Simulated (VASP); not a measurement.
# NiO (Pm-3m) in VASP: further runs

The runs below take NiO through single point, with PBEsol+U.

All numbers are computed with VASP 6.6.1; they aren't measurements. Logs are shortened: lines on timing, memory, paths and dates and some standing lists are left out, and cuts for length are marked.

## 1. The cell of the first run

It takes space group Pm-3m (No. 221, cubic). The conventional cell has a = 2.505 Å, b = 2.505 Å, c = 2.505 Å, α = 90.00°, β = 90.00°, γ = 90.00°. Within 2.9 Å of Ni (site symmetry m-3m) lie 8 O at 2.17 Å and 6 Ni at 2.50 Å. O (site symmetry m-3m) has 8 Ni at 2.17 Å and 6 O at 2.50 Å within 2.9 Å.

## 2. Single point, PBEsol+U, collinear spin, ferromagnetic start

The input, INCAR:

```
SYSTEM = NiO
PREC = Accurate ; ENCUT = 600
EDIFF = 1E-6 ; ISMEAR = 0
SIGMA = 0.05 ; LREAL = .False.
LASPH = .True. ; NELM = 200
ALGO = Normal ; ISIF = 2
LWAVE = .False. ; LCHARG = .True.
ISPIN = 2 ; MAGMOM = 0.5 0
LORBIT = 11 ; NUPDOWN = 0.5
LMAXMIX = 4 ; LDAU = .True.
LDAUTYPE = 2 ; LDAUL = 2 -1
LDAUU = 1 0 ; LDAUJ = 0 0
LDAUPRINT = 1 ; GGA = PS
LELF = .True. ; LVHAR = .True.
NBANDS = 19 ; GGA_COMPAT = .False.
```

The input, KPOINTS:

```
Automatic mesh
0
Gamma
  7 7 7
  0 0 0
```

The input, POSCAR:

```
NiO
1.0
    2.5046153800      0.0000000000      0.0000000000
    0.0000000000      2.5046153800      0.0000000000
    0.0000000000      0.0000000000      2.5046153800
Ni O
1 1
Direct
    0.0000000000      0.0000000000      0.0000000000
    0.5000000000      0.5000000000      0.5000000000
```

Potentials or basis: VASP PAW PBE potentials, release 64 (Ni, O).

On the command line:

```bash
cat potpaw_PBE.64/Ni/POTCAR potpaw_PBE.64/O/POTCAR > POTCAR
mpirun -np 1 vasp_std > vasp.out
```

OUTCAR:

```text
SYSTEM = NiO
   PREC = Accurate
   ENCUT = 600
   EDIFF = 1E-6
   ISMEAR = 0
   LREAL = .False.
   LASPH = .True.
   NELM = 200
   ISIF = 2
   ISPIN = 2
   LORBIT = 11
   NUPDOWN = 0.5
   GGA = PS

 ion  position               nearest neighbor table
   1  0.000  0.000  0.000-   2 2.17   2 2.17   2 2.17   2 2.17   2 2.17   2 2.17   2 2.17   2 2.17

   2  0.500  0.500  0.500-   1 2.17   1 2.17   1 2.17   1 2.17   1 2.17   1 2.17   1 2.17   1 2.17

  LATTYP: Found a simple cubic cell.
 ALAT       =     2.5046153800

  Lattice vectors:

 A1 = (   2.5046153800,   0.0000000000,   0.0000000000)
 A2 = (   0.0000000000,   2.5046153800,   0.0000000000)
 A3 = (   0.0000000000,   0.0000000000,   2.5046153800)

Analysis of symmetry for initial positions (statically):
=====================================================================
 Subroutine PRICEL returns:
 Original cell was already a primitive cell.

 Routine SETGRP: Setting up the symmetry group for a
 simple cubic supercell.

 Subroutine GETGRP returns: Found 48 space group operations
 (whereof 48 operations were pure point group operations)
 out of a pool of 48 trial point group operations.

The static configuration has the point symmetry O_h .

Analysis of symmetry for dynamics (positions and initial velocities):
=====================================================================
 Subroutine PRICEL returns:
 Original cell was already a primitive cell.

 Routine SETGRP: Setting up the symmetry group for a
 simple cubic supercell.

 Subroutine GETGRP returns: Found 48 space group operations
 (whereof 48 operations were pure point group operations)
 out of a pool of 48 trial point group operations.

The dynamic configuration has the point symmetry O_h .

Analysis of structural, dynamic, and magnetic symmetry:
=====================================================================
 Subroutine PRICEL returns:
 Original cell was already a primitive cell.

 Routine SETGRP: Setting up the symmetry group for a
 simple cubic supercell.

 Subroutine GETGRP returns: Found 48 space group operations
 (whereof 48 operations were pure point group operations)
 out of a pool of 48 trial point group operations.

The overall configuration has the point symmetry O_h .

 Subroutine INISYM returns: Found 48 space group operations
 (whereof 48 operations are pure point group operations),
 and found     1 'primitive' translations

----------------------------------------------------------------------------------------

                                     Primitive cell

  volume of cell :      15.7117

  direct lattice vectors                    reciprocal lattice vectors
     2.504615380  0.000000000  0.000000000     0.399262900  0.000000000  0.000000000
     0.000000000  2.504615380  0.000000000     0.000000000  0.399262900  0.000000000
     0.000000000  0.000000000  2.504615380     0.000000000  0.000000000  0.399262900

  length of vectors
     2.504615380  2.504615380  2.504615380     0.399262900  0.399262900  0.399262900

  position of ions in fractional coordinates (direct lattice)
     0.000000000  0.000000000  0.000000000
     0.500000000  0.500000000  0.500000000

  ion indices of the primitive-cell ions
   primitive index   ion index
                 1           1
                 2           2

----------------------------------------------------------------------------------------

 KPOINTS: Automatic mesh

Automatic generation of k-mesh.
 Grid dimensions read from file:
 generate k-points for:    7    7    7

 Generating k-lattice:

  Cartesian coordinates                     Fractional coordinates (reciprocal lattice)
     0.057037557  0.000000000  0.000000000     0.142857143  0.000000000  0.000000000
[... 68 lines left out ...]
   EFERMI =   0.00;   METHOD = LEGACY
   ISMEAR =     0;   SIGMA  =   0.05  broadening in eV -4-tet -1-fermi 0-gaus
   EFERMI_NEDOS =   21; number of points for ismear=-14 and -15
   IALGO  =     38    algorithm
   IMIX   =      4    mixing-type and parameters
     AMIX     =   0.40;   BMIX     =  1.00
     AMIX_MAG =   1.60;   BMIX_MAG =  1.00
  volume/ion in A,a.u.               =       7.86        53.01
  Fermi-wavevector in a.u.,A,eV,Ry     =   1.647051  3.112476 36.909583  2.712778
  Thomas-Fermi vector in A             =   2.736576
   LORBIT       =     11    0 simple, 1 ext, 2 COOP (PROOUT), +10 PAW based schemes
 LDA+U is selected, type is set to LDAUTYPE =  2
   angular momentum for each species LDAUL =     2   -1
   U (eV)           for each species LDAUU =   1.0  0.0
   J (eV)           for each species LDAUJ =   0.0  0.0
   GGA     = PS    functional components
   LHFCALC =     F    Hartree Fock is set to
   AEXX    =    0.0000 exact exchange contribution
   IVDW    =     0    specifies the selected vdW correction
   LEPSILON=     F    determine dielectric tensor
   LRPA    =     F    only Hartree local field effects (RPA)
 spin polarized calculation
 Gauss-broadening in eV      SIGMA  =   0.05
  energy-cutoff  :      600.00
  volume of cell :       15.71
 maximum number of plane-waves:       534
   NGX = 11   NGY = 11   NGZ = 11

atom =   1  type =  1  l = 2

 onsite density matrix

spin component  1

  0.8421  0.0000  0.0000  0.0000  0.0000
  0.0000  0.8421 -0.0000 -0.0000  0.0000
  0.0000 -0.0000  0.9474  0.0000  0.0000
  0.0000 -0.0000  0.0000  0.8421  0.0000
  0.0000  0.0000  0.0000  0.0000  0.9474

spin component  2

  0.7355  0.0000  0.0000  0.0000 -0.0000
  0.0000  0.7355 -0.0000  0.0000  0.0000
  0.0000 -0.0000  0.9180 -0.0000 -0.0000
  0.0000  0.0000 -0.0000  0.7355 -0.0000
 -0.0000  0.0000 -0.0000 -0.0000  0.9180

 occupancies and eigenvectors

  o =  0.7355  v =  0.0000  0.0000  0.0000  0.0000  0.0000  1.0000  0.0000  0.0000  0.0000  0.0000      0.0000  0.0000  0.0000  0.0000  0.0000  0.0000  0.0000  0.0000  0.0000  0.0000
  o =  0.7355  v =  0.0000  0.0000  0.0000  0.0000  0.0000  0.0000  0.9529  0.0000 -0.3033 -0.0000      0.0000  0.0000  0.0000  0.0000  0.0000  0.0000  0.0000  0.0000  0.0000  0.0000
  o =  0.7355  v =  0.0000  0.0000  0.0000  0.0000  0.0000  0.0000  0.3033  0.0000  0.9529  0.0000      0.0000  0.0000  0.0000  0.0000  0.0000  0.0000  0.0000  0.0000  0.0000  0.0000
  o =  0.8421  v =  0.0000 -0.1746 -0.0000 -0.9846 -0.0000  0.0000  0.0000  0.0000  0.0000  0.0000      0.0000  0.0000  0.0000  0.0000  0.0000  0.0000  0.0000  0.0000  0.0000  0.0000
  o =  0.8421  v =  0.0000  0.9846  0.0000 -0.1746 -0.0000  0.0000  0.0000  0.0000  0.0000  0.0000      0.0000  0.0000  0.0000  0.0000  0.0000  0.0000  0.0000  0.0000  0.0000  0.0000
  o =  0.8421  v =  1.0000  0.0000  0.0000  0.0000  0.0000  0.0000  0.0000  0.0000  0.0000  0.0000      0.0000  0.0000  0.0000  0.0000  0.0000  0.0000  0.0000  0.0000  0.0000  0.0000
  o =  0.9180  v =  0.0000  0.0000  0.0000  0.0000  0.0000  0.0000 -0.0000  0.9933 -0.0000  0.1155      0.0000  0.0000  0.0000  0.0000  0.0000  0.0000  0.0000  0.0000  0.0000  0.0000
  o =  0.9180  v =  0.0000  0.0000  0.0000  0.0000  0.0000  0.0000 -0.0000  0.1155  0.0000 -0.9933      0.0000  0.0000  0.0000  0.0000  0.0000  0.0000  0.0000  0.0000  0.0000  0.0000
  o =  0.9474  v =  0.0000  0.0000 -0.9984  0.0000  0.0573  0.0000  0.0000  0.0000  0.0000  0.0000      0.0000  0.0000  0.0000  0.0000  0.0000  0.0000  0.0000  0.0000  0.0000  0.0000
  o =  0.9474  v =  0.0000  0.0000  0.0573 -0.0000  0.9984  0.0000  0.0000  0.0000  0.0000  0.0000      0.0000  0.0000  0.0000  0.0000  0.0000  0.0000  0.0000  0.0000  0.0000  0.0000

 number of electron      15.9999992 magnetization       0.5000000

 Free energy of the ion-electron system (eV)
  ---------------------------------------------------
  ext. energy  EPLUGINS =         0.00000000
  ---------------------------------------------------
  free energy    TOTEN  =       -10.83599264 eV

  energy without entropy =      -10.83235853  energy(sigma->0) =      -10.83417559

 E-fermi :   9.3772     XC(G=0): -13.9631

 val. band max:        9.4595159976   @ k =   0.2857   0.0000   0.0000
 cond. band min:       9.4903608751   @ k =   0.2857   0.1429   0.1429
 fundamental gap:      0.0308448775
 Fermi energy:         9.4675027990

 spin component 1

 k-point     1 :       0.0000    0.0000    0.0000
  band No.  band energies     occupation
      1     -11.7746      1.00000
      2       5.7666      1.00000
      3       5.7666      1.00000
      4       6.4718      1.00000
      5       6.4718      1.00000
      6       6.4718      1.00000
[... 416 lines left out ...]
      5       8.7815      1.00000
      6       8.7815      1.00000
[... 11 lines left out ...]
     18      53.6235      0.00000
     19      53.6235      0.00000
 Fermi energy:         9.3771927734

 spin component 2

 k-point     1 :       0.0000    0.0000    0.0000
  band No.  band energies     occupation
      1     -11.6045      1.00000
      2       6.0400      1.00000
      3       6.0400      1.00000
      4       6.6856      1.00000
      5       6.6856      1.00000
      6       6.6856      1.00000
[... 417 lines left out ...]
      6       9.1288      1.00000
[... 11 lines left out ...]
     18      53.6628      0.00000
     19      53.6628      0.00000

------------------------ aborting loop because EDIFF is reached ----------------------------------------

  FORCE on cell =-STRESS in cart. coord.  units (eV):
  Direction    XX          YY          ZZ          XY          YZ          ZX
  --------------------------------------------------------------------------------------
  -------------------------------------------------------------------------------------
  Total        0.8866302      0.8866302      0.8866302     -0.0000000      0.0000000      0.0000000
  in kB       90.4128086     90.4128086     90.4128086     -0.0000000      0.0000000      0.0000000
  external PRESSURE =      90.4128086 kB  Pullay stress =       0.0000000 kB

 VOLUME and BASIS-vectors are now :
 -----------------------------------------------------------------------------
  energy-cutoff  :      600.00
  volume of cell :       15.71
      direct lattice vectors                 reciprocal lattice vectors
     2.504615380  0.000000000  0.000000000     0.399262900  0.000000000  0.000000000
     0.000000000  2.504615380  0.000000000     0.000000000  0.399262900  0.000000000
     0.000000000  0.000000000  2.504615380     0.000000000  0.000000000  0.399262900

 POSITION                                       TOTAL-FORCE (eV/Angst)
 -----------------------------------------------------------------------------------
      0.00000      0.00000      0.00000         0.000000      0.000000      0.000000
      1.25231      1.25231      1.25231         0.000000      0.000000      0.000000
 -----------------------------------------------------------------------------------
    total drift:                                0.000000      0.000000      0.000000

  FREE ENERGIE OF THE ION-ELECTRON SYSTEM (eV)
  ---------------------------------------------------
  free  energy   TOTEN  =       -10.8359926395 eV

  energy  without entropy=      -10.8323585322  energy(sigma->0) =      -10.83417559

 total charge

# of ion       s       p       d       tot
------------------------------------------
    1        0.344   0.446   8.434   9.223
    2        1.596   3.288   0.000   4.883
--------------------------------------------------
tot          1.939   3.733   8.434  14.107

 magnetization (x)

# of ion       s       p       d       tot
------------------------------------------
    1       -0.003  -0.000   0.379   0.376
    2        0.003   0.112   0.000   0.115
--------------------------------------------------
tot          0.000   0.111   0.379   0.491
```

Run time: 20 s. Hardware: 1 thread of Intel Xeon 8259CL, shared host; peak memory 0.14 GiB.

Results:

```
Free energy                                           : -10.8360 eV
Pressure                                              : 9.0 GPa
Net moment                                            : 0.50 μB per cell
Site moments                                          : Ni +0.38; O +0.12 μB
Valence electrons inside the program's atomic spheres : Ni 9.22; O 4.88
```

Eigenvalues of the final occupation matrices:
```tsv
site	spin	trace	eigenvalues
site 1 d	1	4.42	0.84 0.84 0.84 0.95 0.95
site 1 d	2	4.04	0.74 0.74 0.74 0.92 0.92
```

Caveat: the cell stands under pressure; the PAW data sets were made with another functional, which shifts forces and pressure a little; the total moment is fixed, so each spin has its own Fermi level and the state may be an excited one; a cell with one magnetic atom can't hold antiferromagnetic order, which such compounds often take. The state reached can hang on the start; a lower one may exist.

## 3. Single point, PBEsol+U, collinear spin, ferromagnetic start

The input, INCAR:

```
ALGO = Normal
EDIFF = 1E-6
ENCUT = 600
GGA = PS
GGA_COMPAT = False
ISIF = 2
ISMEAR = 0
ISPIN = 2
LASPH = True
LCHARG = False
LDAU = True
LDAUJ = 0 0
LDAUL = 2 -1
LDAUPRINT = 1
LDAUTYPE = 2
LDAUU = 1 0
LMAXMIX = 4
LORBIT = 11
LREAL = False
LWAVE = False
MAGMOM = 0.77 0.23
NBANDS = 19
NELM = 200
PREC = Accurate
SIGMA = 0.05
```

The input, KPOINTS:

```
k-points
0
Gamma
  7 7 7
```

POSCAR is that of step 2.

Potentials or basis: VASP PAW PBE potentials, release 64 (Ni, O).

On the command line:

```bash
cat potpaw_PBE.64/Ni/POTCAR potpaw_PBE.64/O/POTCAR > POTCAR
mpirun -np 1 vasp_std > vasp.out
```

OUTCAR:

```text
EDIFF = 1E-6
   ENCUT = 600
   GGA = PS
   ISIF = 2
   ISMEAR = 0
   ISPIN = 2
   LASPH = True
   LORBIT = 11
   LREAL = False
   NELM = 200
   PREC = Accurate

 ion  position               nearest neighbor table
   1  0.000  0.000  0.000-   2 2.17   2 2.17   2 2.17   2 2.17   2 2.17   2 2.17   2 2.17   2 2.17

   2  0.500  0.500  0.500-   1 2.17   1 2.17   1 2.17   1 2.17   1 2.17   1 2.17   1 2.17   1 2.17

  LATTYP: Found a simple cubic cell.
 ALAT       =     2.5046153800

  Lattice vectors:

 A1 = (   2.5046153800,   0.0000000000,   0.0000000000)
[... 1124 lines left out ...]

 VOLUME and BASIS-vectors are now :
 -----------------------------------------------------------------------------
  energy-cutoff  :      600.00
  volume of cell :       15.71
      direct lattice vectors                 reciprocal lattice vectors
     2.504615380  0.000000000  0.000000000     0.399262900  0.000000000  0.000000000
     0.000000000  2.504615380  0.000000000     0.000000000  0.399262900  0.000000000
     0.000000000  0.000000000  2.504615380     0.000000000  0.000000000  0.399262900

 POSITION                                       TOTAL-FORCE (eV/Angst)
 -----------------------------------------------------------------------------------
      0.00000      0.00000      0.00000         0.000000      0.000000      0.000000
      1.25231      1.25231      1.25231         0.000000      0.000000      0.000000
 -----------------------------------------------------------------------------------
    total drift:                                0.000000      0.000000      0.000000

  FREE ENERGIE OF THE ION-ELECTRON SYSTEM (eV)
  ---------------------------------------------------
  free  energy   TOTEN  =       -10.8388844091 eV

  energy  without entropy=      -10.8343162776  energy(sigma->0) =      -10.83660034

 total charge

# of ion       s       p       d       tot
------------------------------------------
    1        0.349   0.453   8.386   9.188
    2        1.591   3.317   0.000   4.907
--------------------------------------------------
tot          1.940   3.770   8.386  14.096

 magnetization (x)

# of ion       s       p       d       tot
------------------------------------------
    1       -0.009  -0.004   1.069   1.056
    2        0.008   0.343   0.000   0.351
--------------------------------------------------
tot         -0.001   0.339   1.069   1.406
```

Run time: 23 s. Hardware: 1 thread of Intel Xeon 8259CL, shared host; peak memory 0.14 GiB.

What came out:

| Item | Value |
| --- | --- |
| Free energy | -10.8389 eV |
| Pressure | 13.7 GPa |
| Net moment | 1.44 μB per cell |
| Site moments | Ni +1.06; O +0.35 μB |
| Valence electrons inside the program's atomic spheres | Ni 9.19; O 4.91 |

Eigenvalues of the final occupation matrices:
```
    site  spin  trace               eigenvalues
site 1 d     1   4.74  0.94 0.94 0.94 0.96 0.96
site 1 d     2   3.67  0.66 0.66 0.66 0.85 0.85
```

Caveat: the cell stands under pressure; the PAW data sets were made with another functional, which shifts forces and pressure a little; a cell with one magnetic atom can't hold antiferromagnetic order, which such compounds often take.
